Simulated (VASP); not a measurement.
# ZnS in VASP: single point with PBEsol

Aim: the single point of ZnS with PBEsol.

Program: VASP 6.6.1. These are calculated values, not measurements. Logs are shortened: lines on timing, memory, paths and dates and some standing lists are left out, and cuts for length are marked.

### 1 The cell of the first run

The cell holds a slab with vacuum, 20 atoms: a = 3.787 Å, b = 5.356 Å, c = 30.044 Å, α = 90.00°, β = 90.00°, γ = 90.00°.

### 2 Single point, PBEsol

Input file INCAR:

```
SYSTEM = ZnS
  ALGO = Normal
  EDIFF = 1E-6
  ENCUT = 520
  GGA = PS
  ISIF = 2
  ISMEAR = -1
  LASPH = .TRUE.
  LCHARG = .FALSE.
  LREAL = Auto
  LWAVE = .FALSE.
  NBANDS = 106
  NELM = 100
  PREC = Accurate
  SIGMA = 0.05
```

Input file KPOINTS:

```
k-points
0
G
  6 4 1
  0 0 0
```

Input file POSCAR:

```
ZnS
1.0
    2.6781340000     -2.6781340000      0.0000000000
    0.0000000000      0.0000000000      5.3562680000
  -21.2439920000    -21.2439920000      0.0000000000
Zn S
10 10
Direct
    0.0018210000      0.0127290000      0.7238060000
    0.0012000000      0.0090950000      0.4689620000
    0.0008810000      0.9405560000      0.2311610000
    0.0015790000      0.0103490000      0.5952700000
    0.0008590000      0.0090710000      0.3435640000
    0.5016340000      0.5091060000      0.6566700000
    0.5010570000      0.5103390000      0.4049410000
    0.5011970000      0.4406230000      0.7690570000
    0.5014390000      0.5091300000      0.5312500000
    0.5007960000      0.5126090000      0.2763940000
    0.0016290000      0.2574030000      0.6585760000
    0.0010380000      0.2599550000      0.4060110000
    0.0012550000      0.2435800000      0.7884290000
    0.0013910000      0.2591540000      0.5319250000
    0.0007920000      0.2617090000      0.2802710000
    0.5015430000      0.7599800000      0.5942080000
    0.5008740000      0.7573140000      0.3416240000
    0.5017310000      0.7617780000      0.7199430000
    0.5011720000      0.7591420000      0.4682860000
    0.5008530000      0.7435480000      0.2117900000
```

Potentials or basis: VASP PAW PBE potentials, release 64 (Zn, S).

On the command line:

```sh
> cat potpaw_PBE.64/Zn/POTCAR potpaw_PBE.64/S/POTCAR > POTCAR
> mpirun -np 1 vasp_std > vasp.out
```

OUTCAR:

```text
SYSTEM = ZnS
   EDIFF = 1E-6
   ENCUT = 520
   GGA = PS
   ISIF = 2
   ISMEAR = -1
   LASPH = .TRUE.
   LREAL = Auto
   NELM = 100
   PREC = Accurate

 ion  position               nearest neighbor table
   1  0.002  0.013  0.724-  13 2.30  18 2.32  18 2.33  11 2.36
   2  0.001  0.009  0.469-  14 2.32  19 2.32  19 2.32  12 2.32
   3  0.001  0.941  0.231-  20 2.24  20 2.24  15 2.27
   4  0.002  0.010  0.595-  11 2.32  16 2.32  16 2.32  14 2.32
   5  0.001  0.009  0.344-  12 2.31  17 2.33  17 2.33  15 2.33
   6  0.502  0.509  0.657-  16 2.31  11 2.33  11 2.33  18 2.33
   7  0.501  0.510  0.405-  17 2.32  12 2.32  12 2.32  19 2.32
   8  0.501  0.441  0.769-  13 2.24  13 2.24  18 2.27
   9  0.501  0.509  0.531-  19 2.32  14 2.32  14 2.32  16 2.32
  10  0.501  0.513  0.276-  20 2.30  15 2.33  15 2.33  17 2.36
  11  0.002  0.257  0.659-   4 2.32   6 2.33   6 2.33   1 2.36
  12  0.001  0.260  0.406-   5 2.31   2 2.32   7 2.32   7 2.32
  13  0.001  0.244  0.788-   8 2.24   8 2.24   1 2.30
  14  0.001  0.259  0.532-   2 2.32   9 2.32   9 2.32   4 2.32
  15  0.001  0.262  0.280-   3 2.27  10 2.33  10 2.33   5 2.33
  16  0.502  0.760  0.594-   6 2.31   9 2.32   4 2.32   4 2.32
  17  0.501  0.757  0.342-   7 2.32   5 2.33   5 2.33  10 2.36
  18  0.502  0.762  0.720-   8 2.27   1 2.32   1 2.33   6 2.33
  19  0.501  0.759  0.468-   9 2.32   2 2.32   2 2.32   7 2.32
  20  0.501  0.744  0.212-   3 2.24   3 2.24  10 2.30

  LATTYP: Found a simple orthorhombic cell.
 ALAT       =     3.7874534247
 B/A-ratio  =     1.4142135624
 C/A-ratio  =     7.9323857581

  Lattice vectors:

 A1 = (   2.6781340000,  -2.6781340000,   0.0000000000)
 A2 = (   0.0000000000,   0.0000000000,   5.3562680000)
 A3 = ( -21.2439920000, -21.2439920000,   0.0000000000)

Analysis of symmetry for initial positions (statically):
=====================================================================
 Subroutine PRICEL returns:
 Original cell was already a primitive cell.

 Routine SETGRP: Setting up the symmetry group for a
 simple orthorhombic supercell.

 Subroutine GETGRP returns: Found  1 space group operations
 (whereof  1 operations were pure point group operations)
 out of a pool of  8 trial point group operations.

The static configuration has the point symmetry C_1 .

Analysis of symmetry for dynamics (positions and initial velocities):
=====================================================================
 Subroutine PRICEL returns:
 Original cell was already a primitive cell.

 Routine SETGRP: Setting up the symmetry group for a
 simple orthorhombic supercell.

 Subroutine GETGRP returns: Found  1 space group operations
 (whereof  1 operations were pure point group operations)
 out of a pool of  8 trial point group operations.

The dynamic configuration has the point symmetry C_1 .

 Subroutine INISYM returns: Found  1 space group operations
 (whereof  1 operations are pure point group operations),
 and found     1 'primitive' translations

----------------------------------------------------------------------------------------

                                     Primitive cell

  volume of cell :     609.4818

  direct lattice vectors                    reciprocal lattice vectors
     2.678134000 -2.678134000  0.000000000     0.186697156 -0.186697156  0.000000000
     0.000000000  0.000000000  5.356268000     0.000000000  0.000000000  0.186697156
   -21.243992000-21.243992000  0.000000000    -0.023536066 -0.023536066  0.000000000

  length of vectors
     3.787453425  5.356268000 30.043541605     0.264029649  0.186697156  0.033285024

  position of ions in fractional coordinates (direct lattice)
     0.001821000  0.012729000  0.723806000
     0.001200000  0.009095000  0.468962000
     0.000881000  0.940556000  0.231161000
     0.001579000  0.010349000  0.595270000
     0.000859000  0.009071000  0.343564000
     0.501634000  0.509106000  0.656670000
[... 12 lines left out ...]
     0.501172000  0.759142000  0.468286000
     0.500853000  0.743548000  0.211790000

  ion indices of the primitive-cell ions
   primitive index   ion index
                 1           1
                 2           2
                 3           3
                 4           4
                 5           5
                 6           6
[... 12 lines left out ...]
                19          19
                20          20

----------------------------------------------------------------------------------------

 KPOINTS: k-points

Automatic generation of k-mesh.
 Grid dimensions read from file:
 generate k-points for:    6    4    1

 Generating k-lattice:

  Cartesian coordinates                     Fractional coordinates (reciprocal lattice)
     0.031116193 -0.031116193  0.000000000     0.166666667  0.000000000  0.000000000
     0.000000000  0.000000000  0.046674289     0.000000000  0.250000000  0.000000000
    -0.023536066 -0.023536066  0.000000000     0.000000000  0.000000000  1.000000000

  Length of vectors
     0.044004942  0.046674289  0.033285024

  Shift w.r.t. Gamma in fractional coordinates (k-lattice)
     0.000000000  0.000000000  0.000000000

 Subroutine IBZKPT returns following result:
 ===========================================

 Found     14 irreducible k-points:

 Following reciprocal coordinates:
            Coordinates               Weight
  0.000000  0.000000  0.000000      1.000000
  0.166667  0.000000  0.000000      2.000000
  0.333333  0.000000  0.000000      2.000000
  0.500000  0.000000  0.000000      1.000000
  0.000000  0.250000  0.000000      2.000000
  0.166667  0.250000  0.000000      2.000000
  0.166667 -0.250000  0.000000      2.000000
  0.333333  0.250000  0.000000      2.000000
  0.333333 -0.250000  0.000000      2.000000
  0.500000  0.250000  0.000000      2.000000
  0.000000  0.500000  0.000000      1.000000
  0.166667  0.500000  0.000000      2.000000
  0.333333  0.500000  0.000000      2.000000
  0.500000  0.500000  0.000000      1.000000
   k-points           NKPTS =     14   k-points in BZ     NKDIM =     14   number of bands    NBANDS=    106
   number of dos      NEDOS =    301   number of ions     NIONS =     20
   total plane-waves  NPLWV = 250880
   dimension x,y,z NGX =    28 NGY =   40 NGZ =  224
   dimension x,y,z NGXF=    56 NGYF=   80 NGZF=  448
   ions per type =              10  10
   NGX,Y,Z   is equivalent  to a cutoff of  12.29, 12.42, 12.40 a.u.
   NGXF,Y,Z  is equivalent  to a cutoff of  24.58, 24.83, 24.79 a.u.
 SYSTEM =  ZnS
   PREC   = accura    normal or accurate (medium, high low for compatibility)
   ISTART =      0    job   : 0-new  1-cont  2-samecut
   ICHARG =      2    charge: 1-file 2-atom 10-const
   ISPIN  =      1    spin polarized calculation?
   LNONCOLLINEAR =      F non collinear calculations
   LSORBIT =      F    spin-orbit coupling
   LASPH  =      T    aspherical Exc in radial PAW
   ENCUT  =  520.0 eV  38.22 Ry    6.18 a.u.   7.04  9.96 55.86*2*pi/ulx,y,z
   NELM   =    100;   NELMIN=  2; NELMDL= -5     # of ELM steps
   EDIFF  = 0.1E-05   stopping-criterion for ELM
   LREAL  =      T    real-space projection
   EDIFFG = 0.1E-04   stopping-criterion for IOM
   NSW    =      0    number of steps for IOM
   IBRION =     -1    ionic relax: 0-MD 1-quasi-New 2-CG
   NFREE  =      0    steps in history (QN), initial steepest desc. (CG)
   ISIF   =      2    stress and relaxation
   ISYM   =      2    0-nonsym 1-usesym 2-fastsym
   POTIM  = 0.5000    time-step for ionic-motion
   TEBEG  =    0.0;   TEEND  =   0.0 temperature during run
   PSTRESS=    0.0 pullay stress
   NELECT =     180.0000    total number of electrons
   NUPDOWN=      -1.0000    fix difference up-down
   EMIN   =  10.00;   EMAX   =-10.00  energy-range for DOS
   EFERMI =   0.00;   METHOD = LEGACY
   ISMEAR =    -1;   SIGMA  =   0.05  broadening in eV -4-tet -1-fermi 0-gaus
   EFERMI_NEDOS =   21; number of points for ismear=-14 and -15
   IALGO  =     38    algorithm
   IMIX   =      4    mixing-type and parameters
     AMIX     =   0.40;   BMIX     =  1.00
     AMIX_MAG =   1.60;   BMIX_MAG =  1.00
  volume/ion in A,a.u.               =      30.47       205.65
  Fermi-wavevector in a.u.,A,eV,Ry     =   1.090215  2.060207 16.171455  1.188568
  Thomas-Fermi vector in A             =   2.226435
   LORBIT       =      0    0 simple, 1 ext, 2 COOP (PROOUT), +10 PAW based schemes
   GGA     = PS    functional components
   LHFCALC =     F    Hartree Fock is set to
   AEXX    =    0.0000 exact exchange contribution
   IVDW    =     0    specifies the selected vdW correction
   LEPSILON=     F    determine dielectric tensor
   LRPA    =     F    only Hartree local field effects (RPA)
 non-spin polarized calculation
  energy-cutoff  :      520.00
  volume of cell :      609.48
 maximum number of plane-waves:     16480
   NGX = 15   NGY = 19   NGZ =111

 number of electron     180.0000076 magnetization

 Free energy of the ion-electron system (eV)
  ---------------------------------------------------
  ext. energy  EPLUGINS =         0.00000000
  ---------------------------------------------------
  free energy    TOTEN  =       -74.55785433 eV

  energy without entropy =      -74.55785433  energy(sigma->0) =      -74.55785433

 E-fermi :   0.2840     XC(G=0):  -6.6865

 val. band max:       -0.8106365356   @ k =   0.0000   0.0000   0.0000
 cond. band min:       1.4476958081   @ k =   0.0000   0.0000   0.0000
 fundamental gap:      2.2583323437
 Fermi energy:         0.2839950667

 k-point     1 :       0.0000    0.0000    0.0000
  band No.  band energies     occupation
      1     -14.1045      2.00000
      2     -13.9648      2.00000
      3     -13.7577      2.00000
      4     -13.4931      2.00000
      5     -13.1949      2.00000
      6     -12.9698      2.00000
[... 94 lines left out ...]
    101       3.8858      0.00000
    102       3.9801      0.00000

 k-point     2 :       0.1667    0.0000    0.0000
  band No.  band energies     occupation
      1     -13.9596      2.00000
      2     -13.8253      2.00000
      3     -13.6286      2.00000
      4     -13.3807      2.00000
      5     -13.1063      2.00000
      6     -12.9096      2.00000
[... 1354 lines left out ...]
    101       4.8816      0.00000
    102       4.8821      0.00000
 [bands above 102 left out]

------------------------ aborting loop because EDIFF is reached ----------------------------------------

  FORCE on cell =-STRESS in cart. coord.  units (eV):
  Direction    XX          YY          ZZ          XY          YZ          ZX
  --------------------------------------------------------------------------------------
  -------------------------------------------------------------------------------------
  Total        0.0600151      0.0472764      0.1471203      0.3740518      0.0000207     -0.0022357
  in kB        0.1577649      0.1242780      0.3867431      0.9832899      0.0000543     -0.0058771
  external PRESSURE =       0.2229287 kB  Pullay stress =       0.0000000 kB

 VOLUME and BASIS-vectors are now :
 -----------------------------------------------------------------------------
  energy-cutoff  :      520.00
  volume of cell :      609.48
      direct lattice vectors                 reciprocal lattice vectors
     2.678134000 -2.678134000  0.000000000     0.186697156 -0.186697156  0.000000000
     0.000000000  0.000000000  5.356268000     0.000000000  0.000000000  0.186697156
   -21.243992000-21.243992000  0.000000000    -0.023536066 -0.023536066  0.000000000

 POSITION                                       TOTAL-FORCE (eV/Angst)
 -----------------------------------------------------------------------------------
    -15.37165    -15.38141      0.06818        -0.001440      0.003409      0.001552
     -9.95941     -9.96584      0.04872         0.000626      0.002009      0.001225
     -4.90842     -4.91314      5.03787        -0.000016      0.002130     -0.003423
    -12.64168    -12.65014      0.05543        -0.000668      0.000743     -0.000970
     -7.29637     -7.30097      0.04859         0.000503      0.000271      0.000002
    -12.60685    -15.29374      2.72691         0.001649      0.002201      0.002514
[... 12 lines left out ...]
     -8.60606    -11.29047      4.06617         0.001727     -0.000432      0.001390
     -3.15791     -5.84062      3.98264         0.023277      0.021910     -0.005036
 -----------------------------------------------------------------------------------
    total drift:                               -0.004844      0.006485      0.009168

  FREE ENERGIE OF THE ION-ELECTRON SYSTEM (eV)
  ---------------------------------------------------
  free  energy   TOTEN  =       -74.5578543280 eV

  energy  without entropy=      -74.5578543279  energy(sigma->0) =      -74.55785433
```

Run time: 17 min. Hardware: 1 thread of Intel Xeon 6975P-C (Granite Rapids), shared host; peak memory 0.87 GiB.

Results:

```
Free energy            : -74.5579 eV
Largest force          : 0.032 eV/Å
Band gap on the k mesh : 2.26 eV
```

Forces in eV/Å, atoms in the order of the input:
```
Zn  -0.001  0.003  0.002
Zn   0.001  0.002  0.001
Zn   0.000  0.002 -0.003
Zn  -0.001  0.001 -0.001
Zn   0.001  0.000  0.000
Zn   0.002  0.002  0.003
Zn   0.000  0.000 -0.001
Zn  -0.001 -0.003 -0.004
Zn  -0.002  0.000  0.000
Zn  -0.001 -0.002  0.002
S   -0.003 -0.002 -0.003
S    0.000 -0.002  0.002
S   -0.021 -0.022 -0.005
S    0.000 -0.001  0.001
S   -0.001 -0.004  0.004
S    0.001 -0.001  0.000
S    0.002  0.002 -0.001
S    0.001  0.001  0.006
S    0.002  0.000  0.001
S    0.023  0.022 -0.005
```

Caveat: the PAW data sets were made with another functional, which shifts forces and pressure a little.
